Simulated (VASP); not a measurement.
Wanted: the native input for a VASP 6.6.1 run.

| Property | Result |
| --- | --- |
| Task | single point |
| Functional | r2SCAN |
| Potentials or basis | VASP PAW PBE potentials, release 64 (Al, Ga_d, As) |
| Cutoff | 520 eV |
| k mesh | 3 × 3 × 3 |
| Occupations | gaussian, width 0.1 eV |
| Spin | no spin polarisation |
| Dipole correction | no |
| Further INCAR settings | LREAL = Auto; ALGO = Normal; EDIFF = 1e-06; NBANDS = 62; ISYM = 0 |

Al4Ga4As7:

```
Al Ga As
1.0
    -4.02599    2.32440   -6.55696
     3.95809    2.29028   -6.52696
    -0.00440   -4.57299   -6.52698
Al Ga As
4 4 7
Direct
  0.50501 0.00102 0.49044
  0.00122 0.49048 0.49059
  0.50501 0.49034 0.00110
  0.01345 0.01573 0.01581
  0.98791 0.55485 0.97083
  0.46030 0.01404 0.01412
  0.98794 0.97078 0.55483
  0.52160 0.48981 0.48990
  0.37350 0.86685 0.38279
  0.89174 0.35924 0.35929
  0.37348 0.38271 0.86694
  0.87663 0.38292 0.86685
  0.37996 0.86943 0.86953
  0.87663 0.86676 0.38301
  0.37586 0.37461 0.37469
```

This cell differs from its parent crystal: atoms taken out, then relaxed in part.

One way to write it, as run:

POSCAR

```
Al4Ga4As7
1.0
   -4.0259870647      2.3243995632     -6.5569589228
    3.9580854629      2.2902821531     -6.5269595845
   -0.0044027307     -4.5729946108     -6.5269779277
Al Ga As
4 4 7
Direct
    0.5050104440      0.0010151231      0.4904378775
    1.0012209636      0.4904796627      0.4905856759
    0.5050097866      0.4903369867      0.0011043447
    0.0134539085      0.0157311732      0.0158130561
    0.9879129545      0.5548454677      0.9708253512
    0.4602983048      0.0140399905      0.0141209983
    0.9879381797      0.9707831313      0.5548327725
    0.5215978476      0.4898056850      0.4899020840
    0.3734950246      0.8668523509      0.3827861284
    0.8917433419      0.3592366047      0.3592887318
    0.3734762377      0.3827063000      0.8669441930
    0.8766270646      0.3829235795      0.8668531946
    0.3799590602      0.8694322006      0.8695284592
    0.8766269035      0.8667556108      0.3830053648
    0.3758567495      0.3746051297      0.3746939617
```

INCAR.step1

```
SYSTEM = Al4Ga4As7
ALGO = Normal
EDIFF = 1E-4
ENCUT = 520
GGA = PE
ISMEAR = 0
ISYM = 0
LASPH = .TRUE.
LCHARG = .FALSE.
LREAL = Auto
LWAVE = .TRUE.
NBANDS = 62
NELM = 100
PREC = Accurate
SIGMA = 0.1
```

INCAR.step2

```
SYSTEM = Al4Ga4As7
ALGO = Normal
EDIFF = 1E-6
ENCUT = 520
ISIF = 2
ISMEAR = 0
ISTART = 1
ISYM = 0
LASPH = .TRUE.
LCHARG = .FALSE.
LMIXTAU = .TRUE.
LREAL = Auto
LWAVE = .FALSE.
METAGGA = R2SCAN
NBANDS = 62
NELM = 100
PREC = Accurate
SIGMA = 0.1
```

KPOINTS

```
k-points
0
G
  3 3 3
  0 0 0
```

Potentials or basis: VASP PAW PBE potentials, release 64 (Al, Ga_d, As).

Run with:

```console
$ cat potpaw_PBE.64/Al/POTCAR potpaw_PBE.64/Ga_d/POTCAR potpaw_PBE.64/As/POTCAR > POTCAR
$ cp INCAR.step1 INCAR
$ mpirun -np 1 vasp_std > vasp.out
$ cp INCAR.step2 INCAR
$ mpirun -np 1 vasp_std > vasp.out
```

It gave:

```
Pressure               : 0.0 GPa
Largest force          : 0.051 eV/Å
Band gap on the k mesh : zero (an odd number of electrons rules out a gap without spin polarisation)
```

Caveat: the cell differs from its parent crystal (atoms taken out, then relaxed in part); the PAW data sets were made with another functional, which shifts forces and pressure a little.

Run time: 50 min on 1 thread of Intel Xeon 8259CL, with other jobs on the host, peak memory 0.66 GiB.
